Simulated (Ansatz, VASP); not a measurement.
# One calculation of AlN, two programs

```
Al N
1.0
     3.28180    0.00000    0.00000
    -1.64090    2.84212    0.00000
     0.00000    0.00000    4.26550
Al N
2 2
Direct
  0.33333 0.66667 0.75000
  0.66667 0.33333 0.25000
  0.33333 0.66667 0.25000
  0.66667 0.33333 0.75000
```

Alike in both runs: task single point; functional PBEsol; k mesh 9 × 9 × 6; occupations gaussian, width 0.05 eV; no spin polarisation.

|  | VASP | Ansatz |
| --- | --- | --- |
| version | VASP 6.6.1 | Ansatz 0.2.0 |
| potentials or method | VASP PAW PBE potentials, release 64 (Al, N), cutoff 520 eV | scalar-relativistic, plane waves, PAW |
| valence electrons in the cell | 16 | 16 |

|  | VASP | Ansatz | Ansatz less VASP |
| --- | --- | --- | --- |
| gap on the k mesh at the Fermi level (eV) | 3.12 | 3.10 | -0.013 |
| least direct gap on the mesh (eV) | 3.12 | 3.10 | -0.013 |
| pressure (GPa) | -2.5 | -2.4 | +0.06 |
| traceless stress, the component that is largest in VASP (GPa) | -3.86 | -3.81 | +0.053 |

VASP's potentials were made for PBE, not for PBEsol. The functional is the same, so the differences come from potentials, cutoffs and numerics.
